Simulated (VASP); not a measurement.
## NaCl: single point with PBEsol

NaCl:

```
Na Cl
1.0
     0.00000    2.82869    2.82869
     2.82869    0.00000    2.82869
     2.82869    2.82869    0.00000
Na Cl
1 1
Direct
  0.00000 0.00000 0.00000
  0.50000 0.50000 0.50000
```

This cell differs from its parent crystal: volume scaled by 1.03.

* Program: VASP 6.6.1
* Task: single point
* Functional: PBEsol
* Potentials or basis: VASP PAW PBE potentials, release 64 (Na_pv, Cl)
* Cutoff: 520 eV
* k mesh: 8 × 8 × 8
* Occupations: gaussian, width 0.02 eV
* Spin: no spin polarisation

```yaml
Pressure: -0.7 GPa
Band_gap_on_the_k_mesh: 4.90 eV, direct
```

Levels at points of the mesh, in eV from the valence-band top:
| k point | band 3 | band 4 | band 5 | band 6 | band 7 | band 8 | band 9 | band 10 | band 11 | band 12 |
| --- | --- | --- | --- | --- | --- | --- | --- | --- | --- | --- |
| (0.00, 0.00, 0.00) | -20.67 | -12.62 | 0.00 | 0.00 | 0.00 | 4.90 | 10.99 | 10.99 | 10.99 | 13.20 |
| (0.50, 0.00, 0.00) | -20.67 | -12.29 | -1.94 | -0.26 | -0.26 | 7.06 | 10.43 | 10.84 | 10.84 | 14.77 |
| (0.50, 0.50, 0.00) | -20.68 | -12.24 | -1.68 | -0.60 | -0.60 | 7.41 | 7.90 | 11.06 | 14.54 | 14.54 |

Wall time 14 s on 1 thread of Intel(R) Xeon(R) Platinum 8259CL CPU @ 2.50GHz (Skylake/Cascade Lake) (shared host), peak memory 0.16 GiB.

Caveat: the PAW data sets were made with another functional, which shifts forces and pressure a little.
